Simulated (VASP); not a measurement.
# Fe (Im-3m) in VASP: further runs

Fe is run at these levels: PBE+D3(BJ); tasks: single point.

Everything below comes from runs of VASP 6.6.1. Logs are shortened: lines on timing, memory, paths and dates and some standing lists are left out, and cuts for length are marked.

### Step 1. The cell of the first run

It takes space group Im-3m (No. 229, cubic). The conventional cell has a = 2.886 Å, b = 2.886 Å, c = 2.886 Å, α = 90.00°, β = 90.00°, γ = 90.00°. Fe (site symmetry m-3m) has 14 Fe at 2.50 to 2.89 Å within 3.3 Å.

### Step 2. Single point, PBE+D3(BJ), collinear spin, zero start

INCAR

```
SYSTEM = Fe
ALGO     = Normal         ! electronic algorithm
EDIFF    = 1E-6           ! SCF threshold, eV
ENCUT    = 520            ! plane-wave cutoff, eV
GGA      = PE             ! functional
ISIF     = 2              ! what is computed and relaxed
ISMEAR   = -1             ! smearing method
ISPIN    = 2              ! spin polarisation
IVDW     = 12             ! dispersion correction
LASPH    = .True.         ! aspherical terms in the spheres
LCHARG   = .False.        ! write CHGCAR
LMAXMIX  = 4              ! l up to which the mixer works
LORBIT   = 11             ! projections on sites
LREAL    = .False.        ! projectors in reciprocal space
LWAVE    = .False.        ! write WAVECAR
MAGMOM   = 0              ! initial moments
NBANDS   = 14             ! bands
NELM     = 150            ! most SCF steps
NUPDOWN  = 0.0            ! fixed moment
PREC     = Accurate       ! precision mode
SIGMA    = 0.15           ! smearing width, eV
```

KPOINTS

```
k-points
0
Gamma
  9 9 9
  0 0 0
```

POSCAR

```
Fe
1.0
   -1.4430000000      1.4430000000      1.4430000000
    1.4430000000     -1.4430000000      1.4430000000
    1.4430000000      1.4430000000     -1.4430000000
Fe
1
Direct
    0.0000000000      0.0000000000      0.0000000000
```

Potentials or basis: VASP PAW PBE potentials, release 64 (Fe).

Launch:

```
> cat potpaw_PBE.64/Fe/POTCAR > POTCAR
> mpirun -np 1 vasp_std > vasp.out
```

OUTCAR:

```text
SYSTEM = Fe
   EDIFF = 1E-6
   ENCUT = 520
   GGA = PE
   ISIF = 2
   ISMEAR = -1
   ISPIN = 2
   IVDW = 12
   LASPH = .True.
   LORBIT = 11
   LREAL = .False.
   NELM = 150
   NUPDOWN = 0.0
   PREC = Accurate
 IVDW          = 12

 ion  position               nearest neighbor table
   1  0.000  0.000  0.000-

  LATTYP: Found a body centered cubic cell.
 ALAT       =     2.8860000000

  Lattice vectors:

 A1 = (  -1.4430000000,   1.4430000000,   1.4430000000)
 A2 = (   1.4430000000,  -1.4430000000,   1.4430000000)
 A3 = (   1.4430000000,   1.4430000000,  -1.4430000000)

Analysis of symmetry for initial positions (statically):
=====================================================================
 Subroutine PRICEL returns:
 Original cell was already a primitive cell.

 Routine SETGRP: Setting up the symmetry group for a
 body centered cubic supercell.

 Subroutine GETGRP returns: Found 48 space group operations
 (whereof 48 operations were pure point group operations)
 out of a pool of 48 trial point group operations.

The static configuration has the point symmetry O_h .

Analysis of symmetry for dynamics (positions and initial velocities):
=====================================================================
 Subroutine PRICEL returns:
 Original cell was already a primitive cell.

 Routine SETGRP: Setting up the symmetry group for a
 body centered cubic supercell.

 Subroutine GETGRP returns: Found 48 space group operations
 (whereof 48 operations were pure point group operations)
 out of a pool of 48 trial point group operations.

The dynamic configuration has the point symmetry O_h .

Analysis of structural, dynamic, and magnetic symmetry:
=====================================================================
 Subroutine PRICEL returns:
 Original cell was already a primitive cell.

 Routine SETGRP: Setting up the symmetry group for a
 body centered cubic supercell.

 Subroutine GETGRP returns: Found 48 space group operations
 (whereof 48 operations were pure point group operations)
 out of a pool of 48 trial point group operations.

The overall configuration has the point symmetry O_h .

 Subroutine INISYM returns: Found 48 space group operations
 (whereof 48 operations are pure point group operations),
 and found     1 'primitive' translations

----------------------------------------------------------------------------------------

                                     Primitive cell

  volume of cell :      12.0187

  direct lattice vectors                    reciprocal lattice vectors
    -1.443000000  1.443000000  1.443000000     0.000000000  0.346500347  0.346500347
     1.443000000 -1.443000000  1.443000000     0.346500347  0.000000000  0.346500347
     1.443000000  1.443000000 -1.443000000     0.346500347  0.346500347  0.000000000

  length of vectors
     2.499349315  2.499349315  2.499349315     0.490025489  0.490025489  0.490025489

  position of ions in fractional coordinates (direct lattice)
     0.000000000  0.000000000  0.000000000

  ion indices of the primitive-cell ions
   primitive index   ion index
                 1           1

----------------------------------------------------------------------------------------

 KPOINTS: k-points

Automatic generation of k-mesh.
 Grid dimensions read from file:
 generate k-points for:    9    9    9

 Generating k-lattice:

  Cartesian coordinates                     Fractional coordinates (reciprocal lattice)
     0.000000000  0.038500039  0.038500039     0.111111111  0.000000000  0.000000000
     0.038500039  0.000000000  0.038500039     0.000000000  0.111111111  0.000000000
     0.038500039  0.038500039  0.000000000     0.000000000  0.000000000  0.111111111

  Length of vectors
     0.054447277  0.054447277  0.054447277

  Shift w.r.t. Gamma in fractional coordinates (k-lattice)
     0.000000000  0.000000000  0.000000000

 Subroutine IBZKPT returns following result:
 ===========================================

 Found     35 irreducible k-points:

 Following reciprocal coordinates:
            Coordinates               Weight
  0.000000  0.000000  0.000000      1.000000
  0.111111  0.000000  0.000000     12.000000
  0.222222  0.000000  0.000000     12.000000
  0.333333  0.000000  0.000000     12.000000
  0.444444  0.000000  0.000000     12.000000
  0.111111  0.111111  0.000000     24.000000
[... 16 lines left out ...]
 -0.333333  0.444444  0.111111     48.000000
 -0.444444 -0.444444  0.111111     24.000000
 [... further k-points ...]
   k-points           NKPTS =     35   k-points in BZ     NKDIM =     35   number of bands    NBANDS=     14
   number of dos      NEDOS =    301   number of ions     NIONS =      1
   total plane-waves  NPLWV =   8000
   dimension x,y,z NGX =    20 NGY =   20 NGZ =   20
   dimension x,y,z NGXF=    40 NGYF=   40 NGZF=   40
   ions per type =               1
   NGX,Y,Z   is equivalent  to a cutoff of  13.30, 13.30, 13.30 a.u.
   NGXF,Y,Z  is equivalent  to a cutoff of  26.61, 26.61, 26.61 a.u.
 SYSTEM =  Fe
   PREC   = accura    normal or accurate (medium, high low for compatibility)
   ISTART =      0    job   : 0-new  1-cont  2-samecut
   ICHARG =      2    charge: 1-file 2-atom 10-const
   ISPIN  =      2    spin polarized calculation?
   LNONCOLLINEAR =      F non collinear calculations
   LSORBIT =      F    spin-orbit coupling
   LASPH  =      T    aspherical Exc in radial PAW
   ENCUT  =  520.0 eV  38.22 Ry    6.18 a.u.   4.65  4.65  4.65*2*pi/ulx,y,z
   NELM   =    150;   NELMIN=  2; NELMDL= -5     # of ELM steps
   EDIFF  = 0.1E-05   stopping-criterion for ELM
   LREAL  =      F    real-space projection
   EDIFFG = 0.1E-04   stopping-criterion for IOM
   NSW    =      0    number of steps for IOM
   IBRION =     -1    ionic relax: 0-MD 1-quasi-New 2-CG
   NFREE  =      0    steps in history (QN), initial steepest desc. (CG)
   ISIF   =      2    stress and relaxation
   ISYM   =      2    0-nonsym 1-usesym 2-fastsym
   POTIM  = 0.5000    time-step for ionic-motion
   TEBEG  =    0.0;   TEEND  =   0.0 temperature during run
   PSTRESS=    0.0 pullay stress
   NELECT =       8.0000    total number of electrons
   NUPDOWN=       0.0000    fix difference up-down
   EMIN   =  10.00;   EMAX   =-10.00  energy-range for DOS
   EFERMI =   0.00;   METHOD = LEGACY
   ISMEAR =    -1;   SIGMA  =   0.15  broadening in eV -4-tet -1-fermi 0-gaus
   EFERMI_NEDOS =   21; number of points for ismear=-14 and -15
   IALGO  =     38    algorithm
   IMIX   =      4    mixing-type and parameters
     AMIX     =   0.40;   BMIX     =  1.00
     AMIX_MAG =   1.60;   BMIX_MAG =  1.00
  volume/ion in A,a.u.               =      12.02        81.11
  Fermi-wavevector in a.u.,A,eV,Ry     =   1.429394  2.701162 27.798962  2.043166
  Thomas-Fermi vector in A             =   2.549352
   LORBIT       =     11    0 simple, 1 ext, 2 COOP (PROOUT), +10 PAW based schemes
   GGA     = PE    functional components
   LHFCALC =     F    Hartree Fock is set to
   AEXX    =    0.0000 exact exchange contribution
   IVDW    =    12    specifies the selected vdW correction
   LEPSILON=     F    determine dielectric tensor
   LRPA    =     F    only Hartree local field effects (RPA)
 spin polarized calculation
  energy-cutoff  :      520.00
  volume of cell :       12.02
 maximum number of plane-waves:       338
   NGX =  9   NGY =  9   NGZ =  9

 number of electron       7.9999995 magnetization       0.0000000

 number of electron       7.9999995 magnetization      -0.0000000

 Free energy of the ion-electron system (eV)
  ---------------------------------------------------
  ext. energy  EPLUGINS =         0.00000000
  ---------------------------------------------------
  free energy    TOTEN  =        -7.74998807 eV

  energy without entropy =       -7.48613055  energy(sigma->0) =       -7.61805931

 E-fermi :   5.3291     XC(G=0): -12.8454

 val. band max:        5.3191173571   @ k =   0.1111   0.0000   0.0000
 cond. band min:       5.3608372937   @ k =   0.2222   0.0000   0.0000
 fundamental gap:      0.0417199366
 Fermi energy:         5.3290781809

 spin component 1

 k-point     1 :       0.0000    0.0000    0.0000
  band No.  band energies     occupation
      1      -2.7841      1.00000
      2       3.8609      0.99994
      3       3.8609      0.99994
      4       3.8609      0.99994
      5       5.3076      0.53580
      6       5.3076      0.53580
      7      29.6045      0.00000
      8      29.6045      0.00000
      9      29.6045      0.00000
     10      34.5016      0.00000
     11      34.5016      0.00000
     12      36.7121      0.00000
     13      36.7121      0.00000
     14      36.7143      0.00000
[... 375 lines left out ...]
 k-point    24 :      -0.4444   -0.4444    0.1111
  band No.  band energies     occupation
      1       1.9314      1.00000
      2       3.2737      1.00000
      3       3.3172      1.00000
      4       4.9887      0.90627
      5       6.1028      0.00572
      6       9.3060      0.00000
      7      12.8437      0.00000
      8      18.4440      0.00000
      9      25.0286      0.00000
     10      30.3302      0.00000
     11      31.5045      0.00000
     12      36.5222      0.00000
     13      39.3007      0.00000
     14      50.4899      0.00000

 [... further k-points ...]

 spin component 2

 k-point     1 :       0.0000    0.0000    0.0000
  band No.  band energies     occupation
      1      -2.7841      1.00000
      2       3.8609      0.99994
      3       3.8609      0.99994
      4       3.8609      0.99994
      5       5.3076      0.53580
      6       5.3076      0.53580
      7      29.6045      0.00000
      8      29.6045      0.00000
      9      29.6045      0.00000
     10      34.5016      0.00000
     11      34.5016      0.00000
     12      36.7121      0.00000
     13      36.7121      0.00000
     14      36.7127      0.00000
[... 375 lines left out ...]
 k-point    24 :      -0.4444   -0.4444    0.1111
  band No.  band energies     occupation
      1       1.9314      1.00000
      2       3.2737      1.00000
      3       3.3172      1.00000
      4       4.9887      0.90627
      5       6.1028      0.00572
      6       9.3060      0.00000
      7      12.8437      0.00000
      8      18.4440      0.00000
      9      25.0286      0.00000
     10      30.3302      0.00000
     11      31.5045      0.00000
     12      36.5222      0.00000
     13      39.3007      0.00000
     14      50.4899      0.00000

 [... further k-points ...]

------------------------ aborting loop because EDIFF is reached ----------------------------------------

 Edisp (eV)   -0.33713

 E8    (eV) :    -0.1504

  FORCE on cell =-STRESS in cart. coord.  units (eV):
  Direction    XX          YY          ZZ          XY          YZ          ZX
  --------------------------------------------------------------------------------------
  -------------------------------------------------------------------------------------
  Total      -2.17087    -2.17087    -2.17087    -0.00000     0.00000     0.00000
  in kB    -289.39076  -289.39076  -289.39076    -0.00000     0.00000     0.00000
  external pressure =     -289.39 kB  Pullay stress =        0.00 kB

 VOLUME and BASIS-vectors are now :
 -----------------------------------------------------------------------------
  energy-cutoff  :      520.00
  volume of cell :       12.02
      direct lattice vectors                 reciprocal lattice vectors
    -1.443000000  1.443000000  1.443000000     0.000000000  0.346500347  0.346500347
     1.443000000 -1.443000000  1.443000000     0.346500347  0.000000000  0.346500347
     1.443000000  1.443000000 -1.443000000     0.346500347  0.346500347  0.000000000

 POSITION                                       TOTAL-FORCE (eV/Angst)
 -----------------------------------------------------------------------------------
      0.00000      0.00000      0.00000        -0.000000     -0.000000     -0.000000
 -----------------------------------------------------------------------------------
    total drift:                                0.000000     -0.000000      0.000000

  FREE ENERGIE OF THE ION-ELECTRON SYSTEM (eV)
  ---------------------------------------------------
  free  energy   TOTEN  =        -8.0871159284 eV

  energy  without entropy=       -7.8232584110  energy(sigma->0) =       -7.95518717

 total charge

# of ion       s       p       d       tot
------------------------------------------
    1        0.454   0.478   6.220   7.152

 magnetization (x)

# of ion       s       p       d       tot
------------------------------------------
    1       -0.000   0.000  -0.000  -0.000
```

Run time: 7.4 s. Hardware: 1 thread of AMD EPYC 9R45 (Zen 5), shared host; peak memory 0.11 GiB.

What came out:

```
Free energy                                           : -8.0871 eV
Pressure                                              : -28.9 GPa
Net moment                                            : 0.00 μB per cell
Valence electrons inside the program's atomic spheres : Fe 7.15
Dispersion energy per atom                            : -0.337 eV
```

Caveat: three body term missing; the total moment is fixed, so each spin has its own Fermi level.

(Part 1 of 2 ends here.)
